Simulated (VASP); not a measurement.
# Hf (Im-3m) in VASP: notebook

Hf is run at these levels: PBE; tasks: single point.

Program: VASP 6.6.1. These are calculated values, not measurements. Logs are shortened: lines on timing, memory, paths and dates and some standing lists are left out, and cuts for length are marked.

## Step 1: The cell of the first run

Symmetry: Im-3m, No. 229, cubic system. The conventional cell has a = 3.400 Å, b = 3.400 Å, c = 3.400 Å, α = 90.00°, β = 90.00°, γ = 90.00°. Within 3.9 Å of Hf (site symmetry m-3m) lie 14 Hf at 2.94 to 3.40 Å.

## Step 2: Single point, PBE (volume scaled by 0.88)

Input file INCAR:

```
SYSTEM = Hf
PREC = Accurate
ENCUT = 520
EDIFF = 1E-6
ISMEAR = -1
SIGMA = 0.1
LREAL = .False.
LASPH = .True.
NELM = 80
ALGO = Normal
ISIF = 2
LWAVE = .False.
LCHARG = .False.
GGA = PE
NBANDS = 11
```

Input file KPOINTS:

```
regular mesh
0
Gamma
  14 14 14
  0 0 0
```

Input file POSCAR:

```
Hf
1.0
   -1.6999392806      1.6999392806      1.6999392806
    1.6999392806     -1.6999392806      1.6999392806
    1.6999392806      1.6999392806     -1.6999392806
Hf
1
Direct
    0.0000000000      0.0000000000      0.0000000000
```

Potentials or basis: VASP PAW PBE potentials, release 64 (Hf_pv).

Launch:

```sh
> cat potpaw_PBE.64/Hf_pv/POTCAR > POTCAR
> mpirun -np 1 vasp_std > vasp.out
```

OUTCAR:

```text
SYSTEM = Hf
   PREC = Accurate
   ENCUT = 520
   EDIFF = 1E-6
   ISMEAR = -1
   LREAL = .False.
   LASPH = .True.
   NELM = 80
   ISIF = 2
   GGA = PE

 ion  position               nearest neighbor table
   1  0.000  0.000  0.000-

  LATTYP: Found a body centered cubic cell.
 ALAT       =     3.3998785612

  Lattice vectors:

 A1 = (  -1.6999392806,   1.6999392806,   1.6999392806)
 A2 = (   1.6999392806,  -1.6999392806,   1.6999392806)
 A3 = (   1.6999392806,   1.6999392806,  -1.6999392806)

Analysis of symmetry for initial positions (statically):
=====================================================================
 Subroutine PRICEL returns:
 Original cell was already a primitive cell.

 Routine SETGRP: Setting up the symmetry group for a
 body centered cubic supercell.

 Subroutine GETGRP returns: Found 48 space group operations
 (whereof 48 operations were pure point group operations)
 out of a pool of 48 trial point group operations.

The static configuration has the point symmetry O_h .

Analysis of symmetry for dynamics (positions and initial velocities):
=====================================================================
 Subroutine PRICEL returns:
 Original cell was already a primitive cell.

 Routine SETGRP: Setting up the symmetry group for a
 body centered cubic supercell.

 Subroutine GETGRP returns: Found 48 space group operations
 (whereof 48 operations were pure point group operations)
 out of a pool of 48 trial point group operations.

The dynamic configuration has the point symmetry O_h .

 Subroutine INISYM returns: Found 48 space group operations
 (whereof 48 operations are pure point group operations),
 and found     1 'primitive' translations

----------------------------------------------------------------------------------------

                                     Primitive cell

  volume of cell :      19.6499

  direct lattice vectors                    reciprocal lattice vectors
    -1.699939281  1.699939281  1.699939281     0.000000000  0.294128153  0.294128153
     1.699939281 -1.699939281  1.699939281     0.294128153  0.000000000  0.294128153
     1.699939281  1.699939281 -1.699939281     0.294128153  0.294128153  0.000000000

  length of vectors
     2.944381204  2.944381204  2.944381204     0.415960022  0.415960022  0.415960022

[... 70 lines left out ...]
   ISTART =      0    job   : 0-new  1-cont  2-samecut
   ICHARG =      2    charge: 1-file 2-atom 10-const
   ISPIN  =      1    spin polarized calculation?
   LNONCOLLINEAR =      F non collinear calculations
   LSORBIT =      F    spin-orbit coupling
   LASPH  =      T    aspherical Exc in radial PAW
   ENCUT  =  520.0 eV  38.22 Ry    6.18 a.u.   5.47  5.47  5.47*2*pi/ulx,y,z
   NELM   =     80;   NELMIN=  2; NELMDL= -5     # of ELM steps
   EDIFF  = 0.1E-05   stopping-criterion for ELM
   LREAL  =      F    real-space projection
[... 7 lines left out ...]
   TEBEG  =    0.0;   TEEND  =   0.0 temperature during run
   PSTRESS=    0.0 pullay stress
   NELECT =      10.0000    total number of electrons
   NUPDOWN=      -1.0000    fix difference up-down
   EMIN   =  10.00;   EMAX   =-10.00  energy-range for DOS
   EFERMI =   0.00;   METHOD = LEGACY
   ISMEAR =    -1;   SIGMA  =   0.10  broadening in eV -4-tet -1-fermi 0-gaus
   EFERMI_NEDOS =   21; number of points for ismear=-14 and -15
   IALGO  =     38    algorithm
   IMIX   =      4    mixing-type and parameters
     AMIX     =   0.40;   BMIX     =  1.00
     AMIX_MAG =   1.60;   BMIX_MAG =  1.00
  volume/ion in A,a.u.               =      19.65       132.60
  Fermi-wavevector in a.u.,A,eV,Ry     =   1.307038  2.469943 23.243477  1.708347
  Thomas-Fermi vector in A             =   2.437799
   LORBIT       =      0    0 simple, 1 ext, 2 COOP (PROOUT), +10 PAW based schemes
   GGA     = PE    functional components
   LHFCALC =     F    Hartree Fock is set to
   AEXX    =    0.0000 exact exchange contribution
   IVDW    =     0    specifies the selected vdW correction
   LEPSILON=     F    determine dielectric tensor
   LRPA    =     F    only Hartree local field effects (RPA)
 non-spin polarized calculation
  energy-cutoff  :      520.00
  volume of cell :       19.65
 maximum number of plane-waves:       546
 NGX is ok and might be reduce to    24
   NGX = 11   NGY = 11   NGZ = 11

 number of electron      10.0000002 magnetization

 Free energy of the ion-electron system (eV)
  ---------------------------------------------------
  ext. energy  EPLUGINS =         0.00000000
  ---------------------------------------------------
  free energy    TOTEN  =        -9.65912828 eV

  energy without entropy =       -9.60748095  energy(sigma->0) =       -9.63330461

 E-fermi :   5.4707     XC(G=0): -11.8863

 val. band max:        5.4648323701   @ k =   0.2857   0.1429   0.1429
 cond. band min:       5.4788984160   @ k =   0.2143   0.0714   0.0714
 fundamental gap:      0.0140660460
 Fermi energy:         5.4707011764

 k-point     1 :       0.0000    0.0000    0.0000
  band No.  band energies     occupation
      1     -23.8334      2.00000
      2     -23.8334      2.00000
      3     -23.8334      2.00000
      4      -1.9472      2.00000
      5       7.1098      0.00000
      6       7.1098      0.00000
      7       7.1098      0.00000
      8      10.2796      0.00000
      9      10.2796      0.00000
     10      19.2267      0.00000
     11      19.4097      0.00000
[... 309 lines left out ...]
 k-point    24 :       0.3571    0.2857   -0.0000
  band No.  band energies     occupation
      1     -24.7922      2.00000
      2     -24.6007      2.00000
      3     -23.9895      2.00000
      4       3.5679      2.00000
      5       4.8049      1.99744
      6       5.2510      1.80002
      7      10.5277      0.00000
      8      11.1368      0.00000
      9      14.4391      0.00000
     10      17.0308      0.00000
     11      18.5614      0.00000

 [... further k-points ...]
[... 5 lines left out ...]
  --------------------------------------------------------------------------------------
  -------------------------------------------------------------------------------------
  Total        1.8928145      1.8928145      1.8928145     -0.0000000     -0.0000000      0.0000000
  in kB      154.3328612    154.3328612    154.3328612     -0.0000000     -0.0000000      0.0000000
  external PRESSURE =     154.3328612 kB  Pullay stress =       0.0000000 kB

 VOLUME and BASIS-vectors are now :
 -----------------------------------------------------------------------------
  energy-cutoff  :      520.00
  volume of cell :       19.65
      direct lattice vectors                 reciprocal lattice vectors
    -1.699939281  1.699939281  1.699939281     0.000000000  0.294128153  0.294128153
     1.699939281 -1.699939281  1.699939281     0.294128153  0.000000000  0.294128153
     1.699939281  1.699939281 -1.699939281     0.294128153  0.294128153  0.000000000

 POSITION                                       TOTAL-FORCE (eV/Angst)
 -----------------------------------------------------------------------------------
      0.00000      0.00000      0.00000        -0.000000     -0.000000      0.000000
 -----------------------------------------------------------------------------------
    total drift:                               -0.000000      0.000000      0.000000

  FREE ENERGIE OF THE ION-ELECTRON SYSTEM (eV)
  ---------------------------------------------------
  free  energy   TOTEN  =        -9.6591282789 eV

  energy  without entropy=       -9.6074809457  energy(sigma->0) =       -9.63330461
```

Run time: 10 s. Hardware: 1 thread of AMD EPYC 9R45 (Zen 5), shared host; peak memory 0.12 GiB.

Results:

| Property | Result |
| --- | --- |
| Free energy | -9.6591 eV |
| Pressure | 15.4 GPa |
| Band gap on the k mesh | zero (band 5 reaches 7.11 eV, above the bottom of band 6 at 4.67 eV) |

Caveat: the cell differs from its parent crystal (volume scaled by 0.88); spin-orbit coupling is left out, which moves the levels of the heavy elements.

## Step 3: Single point, PBE (volume scaled by 0.92)

Input file INCAR:

```
SYSTEM = Hf
PREC = Accurate
ENCUT = 520
EDIFF = 1E-7
ISMEAR = -1
SIGMA = 0.1
LREAL = .FALSE.
LASPH = .TRUE.
NELM = 100
ALGO = Normal
ISIF = 2
LWAVE = .FALSE.
LCHARG = .FALSE.
GGA = PE
NBANDS = 11
```

Input file KPOINTS:

```
regular mesh
0
G
  14 14 14
  0 0 0
```

Input file POSCAR:

```
Hf
1.0
   -1.7253152499      1.7253152499      1.7253152499
    1.7253152499     -1.7253152499      1.7253152499
    1.7253152499      1.7253152499     -1.7253152499
Hf
1
Direct
    0.0000000000      0.0000000000      0.0000000000
```

Potentials or basis: VASP PAW PBE potentials, release 64 (Hf_pv).

Launch:

```sh
> cat potpaw_PBE.64/Hf_pv/POTCAR > POTCAR
> mpirun -np 1 vasp_std > vasp.out
```

OUTCAR:

```text
SYSTEM = Hf
   PREC = Accurate
   ENCUT = 520
   EDIFF = 1E-7
   ISMEAR = -1
   LREAL = .FALSE.
   LASPH = .TRUE.
   NELM = 100
   ISIF = 2
   GGA = PE

 ion  position               nearest neighbor table
   1  0.000  0.000  0.000-

  LATTYP: Found a body centered cubic cell.
 ALAT       =     3.4506304998

  Lattice vectors:

 A1 = (  -1.7253152499,   1.7253152499,   1.7253152499)
 A2 = (   1.7253152499,  -1.7253152499,   1.7253152499)
 A3 = (   1.7253152499,   1.7253152499,  -1.7253152499)

Analysis of symmetry for initial positions (statically):
[... 505 lines left out ...]
      4       3.3358      2.00000
      5       4.5027      1.99684
      6       4.8859      1.86368
      7      10.0033      0.00000
      8      10.5727      0.00000
      9      13.6093      0.00000
     10      16.1526      0.00000
     11      17.6450      0.00000

 [... further k-points ...]
[... 5 lines left out ...]
  --------------------------------------------------------------------------------------
  -------------------------------------------------------------------------------------
  Total        1.1907486      1.1907486      1.1907486      0.0000000      0.0000000      0.0000000
  in kB       92.8678242     92.8678242     92.8678242      0.0000000      0.0000000      0.0000000
  external PRESSURE =      92.8678242 kB  Pullay stress =       0.0000000 kB

 VOLUME and BASIS-vectors are now :
 -----------------------------------------------------------------------------
  energy-cutoff  :      520.00
  volume of cell :       20.54
      direct lattice vectors                 reciprocal lattice vectors
    -1.725315250  1.725315250  1.725315250     0.000000000  0.289802110  0.289802110
     1.725315250 -1.725315250  1.725315250     0.289802110  0.000000000  0.289802110
     1.725315250  1.725315250 -1.725315250     0.289802110  0.289802110  0.000000000

 POSITION                                       TOTAL-FORCE (eV/Angst)
 -----------------------------------------------------------------------------------
      0.00000      0.00000      0.00000        -0.000000      0.000000     -0.000000
 -----------------------------------------------------------------------------------
    total drift:                                0.000000      0.000000      0.000000

  FREE ENERGIE OF THE ION-ELECTRON SYSTEM (eV)
  ---------------------------------------------------
  free  energy   TOTEN  =        -9.7277085104 eV

  energy  without entropy=       -9.6717644545  energy(sigma->0) =       -9.69973648
```

OSZICAR:

```text
N       E                     dE             d eps       ncg     rms          rms(c)
DAV:   1     0.138730670576E+02    0.13873E+02   -0.58218E+03  2288   0.855E+02
DAV:   2    -0.958773297098E+01   -0.23461E+02   -0.22656E+02  2846   0.159E+02
DAV:   3    -0.100182989239E+02   -0.43057E+00   -0.42396E+00  2879   0.149E+01
DAV:   4    -0.100198229962E+02   -0.15241E-02   -0.15236E-02  2613   0.103E+00
DAV:   5    -0.100198310859E+02   -0.80897E-05   -0.80892E-05  2793   0.665E-02    0.466E+01
DAV:   6    -0.980349643111E+01    0.21633E+00   -0.17900E-01  2552   0.318E+00    0.274E+01
DAV:   7    -0.973097459579E+01    0.72522E-01   -0.26237E-01  2576   0.373E+00    0.119E+00
DAV:   8    -0.972767268853E+01    0.33019E-02   -0.16527E-02  2543   0.938E-01    0.728E-02
DAV:   9    -0.972770511394E+01   -0.32425E-04   -0.28260E-04  2900   0.133E-01    0.420E-02
DAV:  10    -0.972770851341E+01   -0.33995E-05   -0.15641E-05  2644   0.320E-02    0.215E-02
DAV:  11    -0.972770849686E+01    0.16551E-07   -0.20463E-06  2674   0.109E-02    0.218E-03
DAV:  12    -0.972770851036E+01   -0.13499E-07   -0.29835E-08  1575   0.173E-03
   1 F= -.97277085E+01 E0= -.96997365E+01  d E =-.559441E-01
```

Run time: 11 s. Hardware: 1 thread of AMD EPYC 9R45 (Zen 5), shared host; peak memory 0.12 GiB.

What came out:

| Quantity | Value |
| --- | --- |
| Free energy | -9.7277 eV |
| Pressure | 9.3 GPa |
| Band gap on the k mesh | zero (band 5 reaches 6.76 eV, above the bottom of band 6 at 4.36 eV) |

Levels at points of the mesh, in eV from the Fermi level:
```
           k point  band 1  band 2  band 3  band 4  band 5  band 6  band 7  band 8  band 9  band 10
(0.00, 0.00, 0.00)  -29.48  -29.48  -29.48   -7.29    1.61    1.61    1.61    4.65    4.65    13.72
(0.50, 0.00, 0.00)  -30.56  -29.82  -29.49   -3.62   -0.63    1.45    4.53    5.62    8.42    10.90
(0.50, 0.50, 0.50)  -30.23  -30.23  -30.23   -2.94   -2.94    7.47    7.47    7.47    7.97     7.97
```

Caveat: the cell differs from its parent crystal (volume scaled by 0.92); spin-orbit coupling is left out, which moves the levels of the heavy elements.

## Step 4: Single point, PBE (volume scaled by 0.96)

INCAR: that of step 3 with these lines changed.

```diff
@@ -3,3 +3,3 @@
 ENCUT = 520
-EDIFF = 1E-7
+EDIFF = 1E-6
 ISMEAR = -1
```

Input file KPOINTS:

```
Automatic mesh
0
G
  14 14 14
  0 0 0
```

Input file POSCAR:

```
Hf
1.0
   -1.7499659411      1.7499659411      1.7499659411
    1.7499659411     -1.7499659411      1.7499659411
    1.7499659411      1.7499659411     -1.7499659411
Hf
1
Direct
    0.0000000000      0.0000000000      0.0000000000
```

Launch:

```sh
> cat potpaw_PBE.64/Hf_pv/POTCAR > POTCAR
> mpirun -np 1 vasp_std > vasp.out
```

Run time: 10 s. Hardware: 1 thread of AMD EPYC 9R45 (Zen 5), shared host; peak memory 0.12 GiB.

It converged, with:

```
Free energy            : -9.7648 eV
Pressure               : 4.1 GPa
Band gap on the k mesh : zero (band 5 reaches 6.43 eV, above the bottom of band 6 at 4.09 eV)
```

Levels at points of the mesh, in eV from the Fermi level:
| k point | band 1 | band 2 | band 3 | band 4 | band 5 | band 6 | band 7 | band 8 | band 9 | band 10 |
| --- | --- | --- | --- | --- | --- | --- | --- | --- | --- | --- |
| (0.00, 0.00, 0.00) | -29.65 | -29.65 | -29.65 | -7.16 | 1.58 | 1.58 | 1.58 | 4.48 | 4.48 | 13.51 |
| (0.50, 0.00, 0.00) | -30.59 | -29.95 | -29.65 | -3.49 | -0.55 | 1.25 | 4.34 | 5.39 | 8.01 | 10.70 |
| (0.50, 0.50, 0.50) | -30.31 | -30.31 | -30.31 | -2.74 | -2.74 | 7.13 | 7.13 | 7.13 | 7.59 | 7.59 |

Caveat: the cell differs from its parent crystal (volume scaled by 0.96); spin-orbit coupling is left out, which moves the levels of the heavy elements.

## Step 5: Single point, PBE

This run uses another cell than the first one, of 22.33 Å³/atom, 1.136 times its volume.

Input file INCAR:

```
SYSTEM = Hf
PREC = Accurate
ENCUT = 520
EDIFF = 1E-6
ISMEAR = -1
SIGMA = 0.1
LREAL = .False.
LASPH = .True.
NELM = 80
ALGO = Normal
ISIF = 2
LWAVE = .False.
LCHARG = .True.
GGA = PE
LELF = .True.
LVHAR = .True.
NBANDS = 11
```

Input file KPOINTS:

```
Automatic mesh
0
Gamma
  14 14 14
  0 0 0
```

Input file POSCAR:

```
Hf
1.0
   -1.7739410565      1.7739410565      1.7739410565
    1.7739410565     -1.7739410565      1.7739410565
    1.7739410565      1.7739410565     -1.7739410565
Hf
1
Direct
    0.0000000000      0.0000000000      0.0000000000
```

Launch:

```sh
> cat potpaw_PBE.64/Hf_pv/POTCAR > POTCAR
> mpirun -np 1 vasp_std > vasp.out
```

Wall time 11 s (1 thread of AMD EPYC 9R45 (Zen 5), shared host); peak memory 0.12 GiB.

The run converged. Its results:

| Item | Value |
| --- | --- |
| Free energy | -9.7754 eV |
| Pressure | -0.2 GPa |
| Band gap on the k mesh | zero (band 5 reaches 6.12 eV, above the bottom of band 6 at 3.83 eV) |

Levels at points of the mesh, in eV from the Fermi level:
| k point | band 3 | band 4 | band 5 | band 6 | band 7 | band 8 |
| --- | --- | --- | --- | --- | --- | --- |
| (0.00, 0.00, 0.00) | -29.82 | -7.03 | 1.54 | 1.54 | 1.54 | 4.33 |
| (0.50, 0.00, 0.00) | -29.82 | -3.37 | -0.48 | 1.08 | 4.16 | 5.16 |
| (0.50, 0.50, 0.50) | -30.39 | -2.57 | -2.57 | 6.80 | 6.80 | 6.80 |

Caveat: spin-orbit coupling is left out, which moves the levels of the heavy elements.

## Step 6: Summary

| cell | gap on the mesh (eV) | pressure (GPa) |
| --- | --- | --- |
| a = 2.944 Å, angles 109.5°, 1 atom | none | 15.4 |
| a = 2.988 Å, angles 109.5°, 1 atom | none | 9.3 |
| a = 3.031 Å, angles 109.5°, 1 atom | none | 4.1 |
| a = 3.073 Å, angles 109.5°, 1 atom | none | -0.2 |

Alike in all rows: task single point; level PBE; potentials or basis VASP PAW PBE potentials, release 64 (Hf_pv); no spin polarisation; k mesh 14 × 14 × 14; cutoff (eV) 520; smearing fermi-dirac 0.1 eV.

Caveats: spin-orbit coupling is left out, which moves the levels of the heavy elements.

Absolute energies hang on the potentials; compare differences alone.
